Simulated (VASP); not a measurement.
The system is Cu.

```xyz
4
Lattice="2.5308 0.0000 0.0000 -1.2654 2.1917 0.0000 0.0000 0.0000 8.2618" Properties=species:S:1:pos:R:3 pbc="T T T"
Cu    0.0000    0.0000    0.0000
Cu    0.0000    1.4611    2.0655
Cu    0.0000    0.0000    4.1309
Cu    1.2654    0.7306    6.1964
```

Base run:

| Property | Result |
| --- | --- |
| Program | VASP 6.6.1 |
| Functional | LDA |
| Potentials or basis | VASP PAW LDA potentials, release 64 (Cu) |
| Cutoff | 520 eV |
| k mesh | 11 × 11 × 3 |
| Occupations | fermi-dirac, width 0.15 eV |
| Spin | no spin polarisation |

Its results: band gap on the k mesh zero (band 22 reaches 10.40 eV, above the bottom of band 23 at 5.93 eV); pressure -7.6 GPa.

Question: The run is repeated on the same cell with these changes: potentials or basis from VASP PAW LDA potentials, release 64 (Cu) to VASP PAW LDA potentials, release 64 (Cu_sv_GW); cutoff from 520 eV to 700 eV; further incar settings from ALGO = Normal; EDIFF = 1e-06; NBANDS = 30 to ALGO = Normal; EDIFF = 1e-06; NBANDS = 46; valence electrons from 44 to 76. What comes out?

Answer: Band gap on the k mesh zero (band 38 reaches 10.24 eV, above the bottom of band 39 at 5.82 eV); pressure -13.5 GPa.
